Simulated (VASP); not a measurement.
A run of VASP 6.6.1 is set up as follows.

Contents of INCAR:

```
SYSTEM = Te2Mo
PREC = Accurate
ENCUT = 520
EDIFF = 1E-7
ISMEAR = 0
SIGMA = 0.02
LREAL = .False.
LASPH = .True.
NELM = 100
ALGO = Normal
ISIF = 2
LWAVE = .False.
LCHARG = .False.
GGA = PE
IVDW = 13
NBANDS = 35
```

File KPOINTS:

```
regular mesh
0
Gamma
  9 9 2
  0 0 0
```

POSCAR

```
Te2Mo
1.0
    3.5012935308      0.0000000000      0.0000000000
   -1.7506467654      3.0322091437      0.0000000000
    0.0000000000      0.0000000000     13.7347029314
Te Mo
4 2
Direct
    0.3333333333      0.6666666667      0.6178146883
    0.6666666667      0.3333333333      0.1178146883
    0.3333333333      0.6666666667      0.8821853117
    0.6666666667      0.3333333333      0.3821853117
    0.3333333333      0.6666666667      0.2500000000
    0.6666666667      0.3333333333      0.7500000000
```

Potentials or basis: VASP PAW PBE potentials, release 64 (Te, Mo_sv).

Launch:

```bash
$ cat potpaw_PBE.64/Te/POTCAR potpaw_PBE.64/Mo_sv/POTCAR > POTCAR
$ mpirun -np 1 vasp_std > vasp.out
```

Question: What does it give for the band gap on the k mesh?

Answer: 0.68 eV (least direct gap 1.07 eV).

Question: Predict the dispersion energy per atom.

Answer: -0.574 eV.

Question: Estimate the pressure.

Answer: 0.0 GPa.

Question: Predict the largest force.

Answer: 0.008 eV/Å.

Stress tensor (GPa, compression positive):
```
-0.02  0.00  0.00
 0.00 -0.02  0.00
 0.00  0.00  0.06
```

Caveat: spin-orbit coupling is left out, which moves the levels of the heavy elements.

**The experiment to reproduce.**

“Broadband infrared study of pressure-tunable Fano resonance and metallization transition in 2H-MoTe2”, 2022, pmc:9569381 quotes, for a bulk crystal of Te2Mo at 300 K: band gap 0.88 ± 0.05 eV (indirect).

Measured gap of Te2Mo: 0.88 eV (indirect; 300 K; quoted in “Broadband infrared study of pressure-tunable Fano resonance and metallization transition in 2H-MoTe2”, 2022, pmc:9569381). This calculation gives 0.68 eV (-0.20 eV). Spin-orbit coupling on Mo, Te is left out. The value is that of PBE+D4 on a finite k mesh, which can miss the band edges, without temperature or zero-point motion. Semilocal functionals fall short of measured gaps as a rule.
